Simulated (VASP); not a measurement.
# W (I4/mmm) in VASP: notebook, part 2 of 2

VASP 6.6.1. Earlier steps stand in the parts before.

## Step 3: Single point, PBEsol (strain +0.030 along x and y, +0.015 along z)

Contents of INCAR:

```
PREC = Accurate
ENCUT = 520
EDIFF = 1E-7
ISMEAR = 0
SIGMA = 0.15
LREAL = F
LASPH = T
NELM = 60
ALGO = Fast
ISIF = 2
LWAVE = F
LCHARG = F
GGA = PS
NBANDS = 13
```

Contents of KPOINTS:

```
regular mesh
0
Gamma
  26 26 26
```

Contents of POSCAR:

```
W
1.0
   -1.6244955426      1.6244955426      1.6008378405
    1.6244955426     -1.6244955426      1.6008378405
    1.6244955426      1.6244955426     -1.6008378405
W
1
Direct
    0.0000000000      0.0000000000      0.0000000000
```

Potentials or basis: VASP PAW PBE potentials, release 64 (W_sv).

Run with:

```bash
cat potpaw_PBE.64/W_sv/POTCAR > POTCAR
mpirun -np 1 vasp_std > vasp.out
```

OUTCAR:

```text
PREC = Accurate
   ENCUT = 520
   EDIFF = 1E-7
   ISMEAR = 0
   LREAL = F
   LASPH = T
   NELM = 60
   ISIF = 2
   GGA = PS

 ion  position               nearest neighbor table
   1  0.000  0.000  0.000-

  LATTYP: Found a body centered tetragonal cell.
 ALAT       =     3.2489910852
 C/A-ratio  =     0.9854368932

  Lattice vectors:

 A1 = (  -1.6244955426,   1.6244955426,   1.6008378405)
 A2 = (   1.6244955426,  -1.6244955426,   1.6008378405)
 A3 = (   1.6244955426,   1.6244955426,  -1.6008378405)

Analysis of symmetry for initial positions (statically):
=====================================================================
 Subroutine PRICEL returns:
 Original cell was already a primitive cell.

 Routine SETGRP: Setting up the symmetry group for a
 body centered tetragonal supercell.

 Subroutine GETGRP returns: Found 16 space group operations
 (whereof 16 operations were pure point group operations)
 out of a pool of 16 trial point group operations.

The static configuration has the point symmetry D_4h.

Analysis of symmetry for dynamics (positions and initial velocities):
=====================================================================
 Subroutine PRICEL returns:
 Original cell was already a primitive cell.

 Routine SETGRP: Setting up the symmetry group for a
 body centered tetragonal supercell.

 Subroutine GETGRP returns: Found 16 space group operations
 (whereof 16 operations were pure point group operations)
 out of a pool of 16 trial point group operations.

The dynamic configuration has the point symmetry D_4h.

 Subroutine INISYM returns: Found 16 space group operations
 (whereof 16 operations are pure point group operations),
 and found     1 'primitive' translations

----------------------------------------------------------------------------------------

                                     Primitive cell

  volume of cell :      16.8984

[... 109 lines left out ...]
  Thomas-Fermi vector in A             =   2.644064
   LORBIT       =      0    0 simple, 1 ext, 2 COOP (PROOUT), +10 PAW based schemes
   GGA     = PS    functional components
   LHFCALC =     F    Hartree Fock is set to
   AEXX    =    0.0000 exact exchange contribution
   IVDW    =     0    specifies the selected vdW correction
   LEPSILON=     F    determine dielectric tensor
   LRPA    =     F    only Hartree local field effects (RPA)
 non-spin polarized calculation
 RMM-DIIS sequential band-by-band and
 Gauss-broadening in eV      SIGMA  =   0.15
  energy-cutoff  :      520.00
  volume of cell :       16.90
 maximum number of plane-waves:       474
 NGX is ok and might be reduce to    24
   NGX = 11   NGY = 11   NGZ = 11

 number of electron      13.9999998 magnetization

 Free energy of the ion-electron system (eV)
  ---------------------------------------------------
  ext. energy  EPLUGINS =         0.00000000
  ---------------------------------------------------
  free energy    TOTEN  =       -13.72729529 eV

  energy without entropy =      -13.72201428  energy(sigma->0) =      -13.72465479

 E-fermi :  10.3632     XC(G=0): -13.4026

 val. band max:       10.3624234976   @ k =  -0.1923  -0.2308   0.1154
 cond. band min:      10.3691135798   @ k =  -0.1538  -0.2308   0.1154
 fundamental gap:      0.0066900822
 Fermi energy:        10.3632441163

 k-point     1 :       0.0000    0.0000    0.0000
  band No.  band energies     occupation
      1     -63.8663      2.00000
      2     -27.5100      2.00000
      3     -27.5100      2.00000
      4     -27.5031      2.00000
      5       1.0801      2.00000
      6       9.1220      2.00000
      7       9.3026      2.00000
      8       9.3026      2.00000
      9      12.3326      0.00000
     10      12.5725      0.00000
     11      24.6779      0.00000
     12      24.6779      0.00000
     13      24.9505      0.00000
[... 354 lines left out ...]
  band No.  band energies     occupation
      1     -63.7733      2.00000
      2     -28.4607      2.00000
      3     -27.8313      2.00000
      4     -27.5212      2.00000
      5       4.5310      2.00000
      6       7.2027      2.00000
      7       9.7849      2.00000
      8      12.4142      0.00000
      9      13.1788      0.00000
     10      15.0239      0.00000
     11      21.6699      0.00000
     12      22.3835      0.00000
     13      27.6261      0.00000

 [... further k-points ...]
[... 5 lines left out ...]
  --------------------------------------------------------------------------------------
  -------------------------------------------------------------------------------------
  Total       -2.2664694     -2.2664694     -1.8402275      0.0000000      0.0000000      0.0000000
  in kB     -214.8899268   -214.8899268   -174.4768147      0.0000000      0.0000000      0.0000000
  external PRESSURE =    -201.4188894 kB  Pullay stress =       0.0000000 kB

 VOLUME and BASIS-vectors are now :
 -----------------------------------------------------------------------------
  energy-cutoff  :      520.00
  volume of cell :       16.90
      direct lattice vectors                 reciprocal lattice vectors
    -1.624495543  1.624495543  1.600837841     0.000000000  0.307787856  0.312336445
     1.624495543 -1.624495543  1.600837841     0.307787856  0.000000000  0.312336445
     1.624495543  1.624495543 -1.600837841     0.307787856  0.307787856  0.000000000

 POSITION                                       TOTAL-FORCE (eV/Angst)
 -----------------------------------------------------------------------------------
      0.00000      0.00000      0.00000         0.000000      0.000000      0.000000
 -----------------------------------------------------------------------------------
    total drift:                                0.000000      0.000000     -0.000000

  FREE ENERGIE OF THE ION-ELECTRON SYSTEM (eV)
  ---------------------------------------------------
  free  energy   TOTEN  =       -13.7272952942 eV

  energy  without entropy=      -13.7220142764  energy(sigma->0) =      -13.72465479
```

Wall time 4.7 min (1 thread of Intel Xeon Platinum 8259CL at 2.50GHz (Skylake/Cascade Lake), shared host); peak memory 0.38 GiB.

What came out:

- Free energy: -13.7273 eV
- Pressure: -20.1 GPa
- Band gap on the k mesh: zero (band 7 reaches 15.08 eV, above the bottom of band 8 at 9.28 eV)

Levels at points of the mesh, in eV from the Fermi level:
```
           k point  band 4  band 5  band 6  band 7  band 8  band 9  band 10  band 11
(0.00, 0.00, 0.00)  -37.87   -9.28   -1.24   -1.06   -1.06    1.97     2.21    14.31
(0.50, 0.00, 0.00)  -37.88   -5.87   -3.33    0.55    2.02    2.91     5.63    10.11
(0.50, 0.50, 0.00)  -37.87   -5.88   -3.14    0.44    1.80    2.77     5.59    10.00
(0.50, 0.50, 0.50)  -38.58   -5.36   -5.33    4.72    4.72    4.78     7.64     7.64
```

Caveat: the cell differs from its parent crystal (strain +0.030 along x and y, +0.015 along z); the PAW data sets were made with another functional, which shifts forces and pressure a little; spin-orbit coupling is left out, which moves the levels of the heavy elements.
